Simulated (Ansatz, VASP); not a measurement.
## Two plane-wave programs on Os

```
Os
1.0
     0.00000    1.94500    1.94500
     1.94500    0.00000    1.94500
     1.94500    1.94500    0.00000
Os
1
Direct
  0.00000 0.00000 0.00000
```

Alike in both runs: task single point; functional PBEsol; k mesh 12 × 12 × 12; occupations fermi-dirac, width 0.01 eV; non-collinear spin, spin-orbit coupling.

|  | VASP | Ansatz |
| --- | --- | --- |
| version | VASP 6.6.1 | Ansatz 0.2.0 |
| potentials or method | VASP PAW PBE potentials, release 64 (Os) | PseudoDojo standard (PBEsol files) |
| plane-wave cutoff (eV) | 520 | 1007 |
| valence electrons in the cell | 8 | 16 |

```csv
,VASP,Ansatz,Ansatz less VASP
net moment per atom (μB),0.00,0.00,0.000
```

VASP's potentials were made for PBE, not for PBEsol. VASP's potentials hold 8 valence electrons a cell and Ansatz's 16, so a difference there can come from the potentials and not from the codes.
